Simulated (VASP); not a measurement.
Wanted: the native input for a VASP 6.6.1 run.

- Task: electric field gradients
- Functional: PBE
- Potentials or basis: VASP PAW PBE potentials, release 64 (Ta_pv, N)
- Cutoff: 520 eV
- k mesh: 9 × 9 × 9
- Occupations: fermi-dirac, width 0.02 eV
- Spin: no spin polarisation
- Dipole correction: no
- Further INCAR settings: ALGO = Normal; EDIFF = 1e-08; NBANDS = 15

The structure of TaN lies in POSCAR:

```
TaN
1.0
    0.0000000000      2.1354200000      2.1790000000
    2.1354200000      0.0000000000      2.1790000000
    2.1354200000      2.1354200000      0.0000000000
Ta N
1 1
Direct
    0.5000000000      0.5000000000      0.5000000000
    0.0000000000      0.0000000000      0.0000000000
```

This cell differs from its parent crystal: equal xx and yy strain of -2 %.

One way to write it, as run:

INCAR

```
SYSTEM = TaN
ALGO = Normal ; EDIFF = 1E-8
ENCUT = 520 ; GGA = PE
ISIF = 2 ; ISMEAR = -1
LASPH = .TRUE. ; LCHARG = .FALSE.
LEFG = .TRUE. ; LREAL = .FALSE.
LWAVE = .FALSE. ; NBANDS = 15
NELM = 100 ; PREC = Accurate
SIGMA = 0.02
```

KPOINTS

```
k-points
0
G
  9 9 9
  0 0 0
```

Potentials or basis: VASP PAW PBE potentials, release 64 (Ta_pv, N).

Run with:

```bash
$ cat potpaw_PBE.64/Ta_pv/POTCAR potpaw_PBE.64/N/POTCAR > POTCAR
$ mpirun -np 1 vasp_std > vasp.out
```

Results of the run:

```
Pressure               : 33.4 GPa
Band gap on the k mesh : zero (band 8 reaches 12.04 eV, above the bottom of band 9 at 8.12 eV)
```

Caveat: the cell differs from its parent crystal (equal xx and yy strain of -2 %); without QUAD_EFG the Cq values of the log hold for a quadrupole moment of 1 mb, not for the nuclei; spin-orbit coupling is left out, which moves the levels of the heavy elements.

Wall time 12 s on 1 thread of Intel(R) Xeon(R) Platinum 8488C (Sapphire Rapids), with other jobs on the host, peak memory 0.15 GiB.
